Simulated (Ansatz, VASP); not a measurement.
One calculation of AlCu, two programs

```
Cu Al
1.0
     0.00000    2.04140    2.04140
     2.04140    0.00000    2.04140
     2.04140    2.04140    0.00000
Cu Al
1 1
Direct
  0.00000 0.00000 0.00000
  0.50000 0.50000 0.50000
```

Change from the starting cell: volume scaled by 0.55, crystal datasets.

Alike in both runs: task single point; functional PBEsol; k mesh 14 × 14 × 14; occupations fermi-dirac, width 0.1 eV; no spin polarisation.

|  | VASP | Ansatz |
| --- | --- | --- |
| version | VASP 6.6.1 | Ansatz 0.2.0 |
| potentials or method | VASP PAW PBE potentials, release 64 (Cu, Al), cutoff 520 eV | all-electron PAW with datasets made for the crystal, scalar-relativistic |

```csv
,VASP,Ansatz,Ansatz less VASP
pressure (GPa),194.7,194.0,-0.74
```

VASP's potentials were made for PBE, not for PBEsol. Both programs put the cell under a high pressure, so it lies far from rest at this level. Ansatz ran all-electron here, and VASP with PAW potentials.

Noted on VASP's run: the cell as given lies far from equilibrium.
